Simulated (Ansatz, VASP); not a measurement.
AlGa2Sb3 in VASP and in Ansatz

```xyz
6
Lattice="3.3211 1.9174 4.1163 -3.3211 1.9174 4.1163 0.0000 -3.8349 4.1163" Properties=species:S:1:pos:R:3 pbc="T T T"
Al    0.0000    0.0000    6.1745
Ga    0.0000    0.0000    1.5038
Ga    0.0000    0.0000   10.8452
Sb    0.0000    1.9174    4.1163
Sb   -1.6606   -0.9587    4.1163
Sb    1.6606   -0.9587    4.1163
```

Alike in both runs: task relaxation of cell and atoms; functional PBE; k mesh 6 × 6 × 6; occupations gaussian, width 0.1 eV; no spin polarisation.

```csv
,VASP,Ansatz
version,VASP 6.6.1,Ansatz 0.2.0
potentials or method,"VASP PAW PBE potentials, release 64 (Al, Ga_d, Sb), cutoff 600 eV","scalar-relativistic, plane waves, PAW"
valence electrons in the cell,44,74
```

|  | VASP | Ansatz | Ansatz less VASP |
| --- | --- | --- | --- |
| gap on the k mesh at the Fermi level, each at its own relaxed structure (eV) | none | none | - |
| relaxed volume (Å³/atom) | 26.22 | 26.21 | -0.008 |
| relaxed cell length with the largest relative difference (Å) | 5.620 | 5.617 | -0.0027 |

A gap of «none» marks a metal or a gap that the smearing closes. VASP's potentials hold 44 valence electrons a cell and Ansatz's 74, so a difference there can come from the potentials and not from the codes.

Spin-orbit coupling is off throughout.
